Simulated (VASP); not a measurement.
Wanted: the native input for a VASP 6.6.1 run.

```yaml
Task: relaxation of the atoms
Functional: PBE
Dispersion: D3(BJ)
Potentials_or_basis: VASP PAW PBE potentials, release 64 (Sn_d, O)
Cutoff: 520 eV
k_mesh: 7 × 7 × 1
Occupations: gaussian, width 0.05 eV
Spin: no spin polarisation
Dipole_correction: yes
Further_INCAR_settings: ALGO = Normal; EDIFF = 1e-06; IBRION = 2; EDIFFG = -0.04; NSW = 60
```

The structure of SnO lies in POSCAR:

```
SnO
1.0
    3.8198197003      0.0000000000      0.0000000000
    0.0000000000      3.8198197003      0.0000000000
    0.0000000000      0.0000000000     22.3645675207
Sn O
2 2
Direct
    0.5000000000      0.0000000000      0.4471358541
    0.0000000000      0.5000000000      0.5528641459
    0.0000000000      0.0000000000      0.4999999942
    0.5000000000      0.5000000000      0.4999999942
```

These files were run (other wordings do the same):

INCAR

```
SYSTEM = SnO
PREC = Accurate ; ENCUT = 520
EDIFF = 1E-6 ; ISMEAR = 0
SIGMA = 0.05 ; LREAL = .False.
LASPH = .True. ; NELM = 100
ALGO = Normal ; ISIF = 2
LWAVE = .False. ; LCHARG = .False.
LDIPOL = .True. ; IDIPOL = 3
DIPOL = 0.5 0.5 0.500 ; GGA = PE
IVDW = 12 ; IBRION = 2
NSW = 60 ; EDIFFG = -0.04
```

KPOINTS

```
regular mesh
0
Gamma
  7 7 1
  0 0 0
```

Potentials or basis: VASP PAW PBE potentials, release 64 (Sn_d, O).

Launch:

```bash
$ cat potpaw_PBE.64/Sn_d/POTCAR potpaw_PBE.64/O/POTCAR > POTCAR
$ mpirun -np 1 vasp_std > vasp.out
```

It gave:

| Item | Value |
| --- | --- |
| Energy gained by relaxing | 0.1 meV/atom |
| Ionic steps | 2 |
| Largest force after relaxing | 0.008 eV/Å |
| Band gap on the k mesh | 3.06 eV (least direct gap 3.15 eV) |
| Dispersion energy per atom | -0.137 eV |

Caveat: spin-orbit coupling is left out, which moves the levels of the heavy elements.

It took 4.4 min on 1 thread of Intel Xeon 8259CL (shared host), peak memory 0.42 GiB.
